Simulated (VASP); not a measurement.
Input of a VASP 6.6.1 run:

The input INCAR:

```
PREC     = Accurate       # precision mode
ENCUT    = 520            # plane-wave cutoff, eV
EDIFF    = 1E-7           # SCF threshold, eV
ISMEAR   = 0              # smearing method
SIGMA    = 0.15           # smearing width, eV
LREAL    = F              # projectors in reciprocal space
LASPH    = T              # aspherical terms in the spheres
NELM     = 60             # most SCF steps
ALGO     = Fast           # electronic algorithm
ISIF     = 2              # what is computed and relaxed
LWAVE    = F              # write WAVECAR
LCHARG   = F              # write CHGCAR
GGA      = PS             # functional
NBANDS   = 7              # bands
```

The input KPOINTS:

```
Automatic mesh
0
Gamma
  18 18 18
```

Contents of POSCAR:

```
Mg
1.0
   -1.7794500000      1.7794500000      1.9018000000
    1.7794500000     -1.7794500000      1.9018000000
    1.7794500000      1.7794500000     -1.9018000000
Mg
1
Direct
    0.0000000000      0.0000000000      0.0000000000
```

Potentials or basis: VASP PAW PBE potentials, release 64 (Mg).

Run with:

```bash
$ cat potpaw_PBE.64/Mg/POTCAR > POTCAR
$ mpirun -np 1 vasp_std > vasp.out
```

(1) Predict the band gap on the k mesh.

(2) Estimate the pressure.

## Answers

(1) zero (bands 1 and 2 overlap by 3.89 eV).

(2) -2.3 GPa.

Caveat: the PAW data sets were made with another functional, which shifts forces and pressure a little.
